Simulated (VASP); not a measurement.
# Lu (Im-3m) in VASP: a series of runs

Runs on Lu. Level: r2SCAN. Tasks: relaxation of cell and atoms.

Everything below comes from runs of VASP 6.6.1. Logs are shortened: lines on timing, memory, paths and dates and some standing lists are left out, and cuts for length are marked.

## 1. The cell of the first run

It takes space group Im-3m (No. 229, cubic). The conventional cell has a = 3.908 Å, b = 3.908 Å, c = 3.908 Å, α = 90.00°, β = 90.00°, γ = 90.00°. Within 4.4 Å of Lu (site symmetry m-3m) lie 14 Lu at 3.38 to 3.91 Å.

This isn't the form of Lu at room conditions, which is hcp.

## 2. Relaxation of cell and atoms, r2SCAN, target pressure 2 GPa, at which the enthalpy is minimised

POSCAR reads:

```
Lu
1.0
   -1.9541071088      1.9541071088      1.9541071088
    1.9541071088     -1.9541071088      1.9541071088
    1.9541071088      1.9541071088     -1.9541071088
Lu
1
Direct
    0.0000000000      0.0000000000      0.0000000000
```

INCAR.step1 reads:

```
PREC = Accurate
ENCUT = 600
ISMEAR = -1
SIGMA = 0.05
LREAL = False
LASPH = True
NELM = 80
GGA = PE
ALGO = Normal
EDIFF = 1E-4
LWAVE = True
LCHARG = False
```

INCAR.step2 reads:

```
PREC = Accurate
ENCUT = 600
EDIFF = 1E-6
ISMEAR = -1
SIGMA = 0.05
LREAL = False
LASPH = True
NELM = 80
ALGO = Normal
ISIF = 3
LWAVE = False
LCHARG = False
METAGGA = R2SCAN
LMIXTAU = True
IBRION = 2
NSW = 60
EDIFFG = -0.01
PSTRESS = 20.0
ISTART = 1
```

KPOINTS reads:

```
Automatic mesh
0
Gamma
  10 10 10
```

Potentials or basis: VASP PAW PBE potentials, release 64 (Lu).

The run is started by

```sh
$ cat potpaw_PBE.64/Lu/POTCAR > POTCAR
$ cp INCAR.step1 INCAR
$ mpirun -np 1 vasp_std > vasp.out
$ cp INCAR.step2 INCAR
$ mpirun -np 1 vasp_std > vasp.out
```

OUTCAR:

```text
PREC = Accurate
   ENCUT = 600
   EDIFF = 1E-6
   ISMEAR = -1
   LREAL = False
   LASPH = True
   NELM = 80
   ISIF = 3
   METAGGA = R2SCAN
   IBRION = 2
   NSW = 60
   EDIFFG = -0.01
   PSTRESS = 20.0
   ISTART = 1

 ion  position               nearest neighbor table
   1  0.000  0.000  0.000-

  LATTYP: Found a body centered cubic cell.
 ALAT       =     3.9082142176

  Lattice vectors:

 A1 = (  -1.9541071088,   1.9541071088,   1.9541071088)
 A2 = (   1.9541071088,  -1.9541071088,   1.9541071088)
 A3 = (   1.9541071088,   1.9541071088,  -1.9541071088)

Analysis of symmetry for initial positions (statically):
=====================================================================
 Subroutine PRICEL returns:
 Original cell was already a primitive cell.

 Routine SETGRP: Setting up the symmetry group for a
 body centered cubic supercell.

 Subroutine GETGRP returns: Found 48 space group operations
 (whereof 48 operations were pure point group operations)
 out of a pool of 48 trial point group operations.

The static configuration has the point symmetry O_h .

Analysis of symmetry for dynamics (positions and initial velocities):
=====================================================================
 Subroutine PRICEL returns:
 Original cell was already a primitive cell.

 Routine SETGRP: Setting up the symmetry group for a
 body centered cubic supercell.

 Subroutine GETGRP returns: Found 48 space group operations
 (whereof 48 operations were pure point group operations)
 out of a pool of 48 trial point group operations.

The dynamic configuration has the point symmetry O_h .

 Subroutine INISYM returns: Found 48 space group operations
 (whereof 48 operations are pure point group operations),
 and found     1 'primitive' translations

----------------------------------------------------------------------------------------

                                     Primitive cell

  volume of cell :      29.8473

  direct lattice vectors                    reciprocal lattice vectors
    -1.954107109  1.954107109  1.954107109     0.000000000  0.255871338  0.255871338
     1.954107109 -1.954107109  1.954107109     0.255871338  0.000000000  0.255871338
     1.954107109  1.954107109 -1.954107109     0.255871338  0.255871338  0.000000000

  length of vectors
     3.384612796  3.384612796  3.384612796     0.361856716  0.361856716  0.361856716

  position of ions in fractional coordinates (direct lattice)
     0.000000000  0.000000000  0.000000000

  ion indices of the primitive-cell ions
   primitive index   ion index
                 1           1

----------------------------------------------------------------------------------------

 KPOINTS: Automatic mesh

Automatic generation of k-mesh.
 Grid dimensions read from file:
 generate k-points for:   10   10   10

 Generating k-lattice:

  Cartesian coordinates                     Fractional coordinates (reciprocal lattice)
     0.000000000  0.025587134  0.025587134     0.100000000  0.000000000  0.000000000
     0.025587134  0.000000000  0.025587134     0.000000000  0.100000000  0.000000000
     0.025587134  0.025587134  0.000000000     0.000000000  0.000000000  0.100000000

  Length of vectors
     0.036185672  0.036185672  0.036185672

  Shift w.r.t. Gamma in fractional coordinates (k-lattice)
     0.000000000  0.000000000  0.000000000

 Subroutine IBZKPT returns following result:
 ===========================================

 Found     47 irreducible k-points:

 Following reciprocal coordinates:
            Coordinates               Weight
  0.000000  0.000000  0.000000      1.000000
  0.100000  0.000000  0.000000     12.000000
  0.200000  0.000000  0.000000     12.000000
  0.300000  0.000000  0.000000     12.000000
  0.400000  0.000000  0.000000     12.000000
  0.500000  0.000000  0.000000      6.000000
[... 16 lines left out ...]
  0.300000  0.300000  0.100000      8.000000
 -0.300000  0.300000  0.100000     24.000000
 [... further k-points ...]
   k-points           NKPTS =     47   k-points in BZ     NKDIM =     47   number of bands    NBANDS=     16
   number of dos      NEDOS =    301   number of ions     NIONS =      1
   total plane-waves  NPLWV =  21952
   dimension x,y,z NGX =    28 NGY =   28 NGZ =   28
   dimension x,y,z NGXF=    56 NGYF=   56 NGZF=   56
   ions per type =               1
   NGX,Y,Z   is equivalent  to a cutoff of  13.75, 13.75, 13.75 a.u.
   NGXF,Y,Z  is equivalent  to a cutoff of  27.51, 27.51, 27.51 a.u.
 SYSTEM =  unknown system
   PREC   = accura    normal or accurate (medium, high low for compatibility)
   ISTART =      1    job   : 0-new  1-cont  2-samecut
   ICHARG =      0    charge: 1-file 2-atom 10-const
   ISPIN  =      1    spin polarized calculation?
   LNONCOLLINEAR =      F non collinear calculations
   LSORBIT =      F    spin-orbit coupling
   LASPH  =      T    aspherical Exc in radial PAW
   ENCUT  =  600.0 eV  44.10 Ry    6.64 a.u.   6.76  6.76  6.76*2*pi/ulx,y,z
   NELM   =     80;   NELMIN=  2; NELMDL=  0     # of ELM steps
   EDIFF  = 0.1E-05   stopping-criterion for ELM
   LREAL  =      F    real-space projection
   EDIFFG = -.1E-01   stopping-criterion for IOM
   NSW    =     60    number of steps for IOM
   IBRION =      2    ionic relax: 0-MD 1-quasi-New 2-CG
   NFREE  =      1    steps in history (QN), initial steepest desc. (CG)
   ISIF   =      3    stress and relaxation
   ISYM   =      2    0-nonsym 1-usesym 2-fastsym
   POTIM  = 0.5000    time-step for ionic-motion
   TEBEG  =    0.0;   TEEND  =   0.0 temperature during run
   PSTRESS=   20.0 pullay stress
   NELECT =      25.0000    total number of electrons
   NUPDOWN=      -1.0000    fix difference up-down
   EMIN   =  10.00;   EMAX   =-10.00  energy-range for DOS
   EFERMI =   0.00;   METHOD = LEGACY
   ISMEAR =    -1;   SIGMA  =   0.05  broadening in eV -4-tet -1-fermi 0-gaus
   EFERMI_NEDOS =   21; number of points for ismear=-14 and -15
   IALGO  =     38    algorithm
   IMIX   =      4    mixing-type and parameters
     AMIX     =   0.40;   BMIX     =  1.00
     AMIX_MAG =   1.60;   BMIX_MAG =  1.00
  volume/ion in A,a.u.               =      29.85       201.42
  Fermi-wavevector in a.u.,A,eV,Ry     =   1.543191  2.916209 32.401456  2.381440
  Thomas-Fermi vector in A             =   2.648889
   LORBIT       =      0    0 simple, 1 ext, 2 COOP (PROOUT), +10 PAW based schemes
   METAGGA = R2SCAN    functional components
   LHFCALC =     F    Hartree Fock is set to
   AEXX    =    0.0000 exact exchange contribution
   IVDW    =     0    specifies the selected vdW correction
   LEPSILON=     F    determine dielectric tensor
   LRPA    =     F    only Hartree local field effects (RPA)
 conjugate gradient relaxation of ions
 non-spin polarized calculation
  energy-cutoff  :      600.00
  volume of cell :       29.85
 maximum number of plane-waves:      1007
   NGX = 13   NGY = 13   NGZ = 13

--------------------------------------- Ionic step        1  -------------------------------------------

 number of electron      24.9999996 magnetization

 Free energy of the ion-electron system (eV)
  ---------------------------------------------------
  ext. energy  EPLUGINS =         0.00000000
  ---------------------------------------------------
  free energy    TOTEN  =       -37.95603375 eV

  energy without entropy =      -37.94028233  energy(sigma->0) =      -37.94815804

------------------------ aborting loop because EDIFF is reached ----------------------------------------

  FORCE on cell =-STRESS in cart. coord.  units (eV):
  Direction    XX          YY          ZZ          XY          YZ          ZX
  --------------------------------------------------------------------------------------
  -------------------------------------------------------------------------------------
  Total       -0.0359525     -0.0359525     -0.0359525      0.0000000      0.0000000     -0.0000000
  in kB       -1.9298980     -1.9298980     -1.9298980      0.0000000      0.0000000     -0.0000000
  external PRESSURE =     -21.9298980 kB  Pullay stress =      20.0000000 kB

 VOLUME and BASIS-vectors are now :
 -----------------------------------------------------------------------------
  energy-cutoff  :      600.00
  volume of cell :       29.85
      direct lattice vectors                 reciprocal lattice vectors
    -1.954107109  1.954107109  1.954107109     0.000000000  0.255871338  0.255871338
     1.954107109 -1.954107109  1.954107109     0.255871338  0.000000000  0.255871338
     1.954107109  1.954107109 -1.954107109     0.255871338  0.255871338  0.000000000
[... 81 lines left out ...]
  FREE ENERGIE OF THE ION-ELECTRON SYSTEM (eV)
  ---------------------------------------------------
  free  energy   TOTEN  =       -37.9489135289 eV

  energy  without entropy=      -37.9338851046  energy(sigma->0) =      -37.94139932

  enthalpy is  TOTEN    =       -37.5927968285 eV   P V=        0.3561167004

--------------------------------------- Ionic step        4  -------------------------------------------

 number of electron      24.9999997 magnetization

 Free energy of the ion-electron system (eV)
  ---------------------------------------------------
  ext. energy  EPLUGINS =         0.00000000
  ---------------------------------------------------
  free energy    TOTEN  =       -37.94813680 eV

  energy without entropy =      -37.93312038  energy(sigma->0) =      -37.94062859

 E-fermi :   2.4288     XC(G=0): -11.7165

 val. band max:        2.4026958144   @ k =   0.4000   0.2000  -0.0000
 cond. band min:       2.4546635456   @ k =   0.2000   0.2000   0.1000
 fundamental gap:      0.0519677312
 Fermi energy:         2.4287970055

 k-point     1 :       0.0000    0.0000    0.0000
  band No.  band energies     occupation
      1     -55.6466      2.00000
      2     -25.3889      2.00000
      3     -25.3889      2.00000
      4     -25.3889      2.00000
      5      -4.0663      2.00000
      6      -2.9106      2.00000
[... 8 lines left out ...]
     15       4.9156      0.00000
     16       7.1344      0.00000
[... 419 lines left out ...]
 k-point    24 :      -0.3000    0.3000    0.1000
  band No.  band energies     occupation
      1     -55.6188      2.00000
      2     -25.7427      2.00000
      3     -25.5219      2.00000
      4     -25.4309      2.00000
      5      -2.8957      2.00000
      6      -2.8700      2.00000
[... 8 lines left out ...]
     15       5.9473      0.00000
     16       7.3981      0.00000

 [... further k-points ...]
[... 5 lines left out ...]
  --------------------------------------------------------------------------------------
  -------------------------------------------------------------------------------------
  Total        0.3545617      0.3545617      0.3545617      0.0000000      0.0000000      0.0000000
  in kB       19.9544222     19.9544222     19.9544222      0.0000000      0.0000000      0.0000000
  external PRESSURE =      -0.0455778 kB  Pullay stress =      20.0000000 kB

 VOLUME and BASIS-vectors are now :
 -----------------------------------------------------------------------------
  energy-cutoff  :      600.00
  volume of cell :       28.47
      direct lattice vectors                 reciprocal lattice vectors
    -1.923539357  1.923539357  1.923539357     0.000000000  0.259937494  0.259937494
     1.923539357 -1.923539357  1.923539357     0.259937494  0.000000000  0.259937494
     1.923539357  1.923539357 -1.923539357     0.259937494  0.259937494  0.000000000

 POSITION                                       TOTAL-FORCE (eV/Angst)
 -----------------------------------------------------------------------------------
     -0.00000      0.00000      0.00000        -0.000000     -0.000000     -0.000000
 -----------------------------------------------------------------------------------
    total drift:                               -0.000000     -0.000000     -0.000000

  FREE ENERGIE OF THE ION-ELECTRON SYSTEM (eV)
  ---------------------------------------------------
  free  energy   TOTEN  =       -37.9481368049 eV

  energy  without entropy=      -37.9331203820  energy(sigma->0) =      -37.94062859

  enthalpy is  TOTEN    =       -37.5927652728 eV   P V=        0.3553715321

 reached required accuracy - stopping structural energy minimisation
```

Run time: 4.4 min. Hardware: 1 thread of Intel Xeon Platinum 8488C (Sapphire Rapids), shared host; peak memory 0.2 GiB.

What came out:

* Free energy: -37.9481 eV
* Relaxed volume: 28.47 Å³/atom
* Relaxed cell: a = 3.332 Å, b = 3.332 Å, c = 3.332 Å, α = 109.47°, β = 109.47°, γ = 109.47°
* Space group after relaxing (to 0.1 Å): Im-3m (No. 229)
* Energy change on relaxing (the run minimises the enthalpy): +7.9 meV/atom
* Ionic steps: 4
* Pressure after relaxing: 2.0 GPa
* Band gap on the k mesh: zero (an odd number of electrons rules out a gap without spin polarisation)

The path:
```tsv
step	energy change (eV)	largest force (eV/Å)	pressure (GPa)	volume (Å³)
1	0.0000	0.0000	-0.19	29.85
2	0.0134	0.0000	2.73	28.12
3	0.0071	0.0000	1.88	28.53
4	0.0079	0.0000	2.00	28.47
```

Final structure:
```
Lu
1.0
    -1.92354    1.92354    1.92354
     1.92354   -1.92354    1.92354
     1.92354    1.92354   -1.92354
Lu
1
Direct
  0.00000 0.00000 0.00000
```

Levels at points of the mesh, in eV from the Fermi level:
```csv
k point,band 9,band 10,band 11,band 12,band 13,band 14,band 15,band 16
"(0.00, 0.00, 0.00)",-5.24,-5.24,-5.24,-5.22,2.49,2.49,2.49,4.71
"(0.50, 0.00, 0.00)",-5.25,-5.24,-5.23,-2.62,0.40,0.55,4.57,5.54
"(0.50, 0.50, 0.50)",-5.23,-5.23,-5.23,-1.72,-1.72,6.20,6.20,6.20
```

Caveat: the cell is relaxed towards a set pressure, so the run minimises the enthalpy, not the energy; the PAW data sets were made with another functional, which shifts forces and pressure a little; spin-orbit coupling is left out, which moves the levels of the heavy elements.

(Continued in part 2 of 3.)

The gap in the log of VASP goes by the Fermi energy; the results here count the filled bands.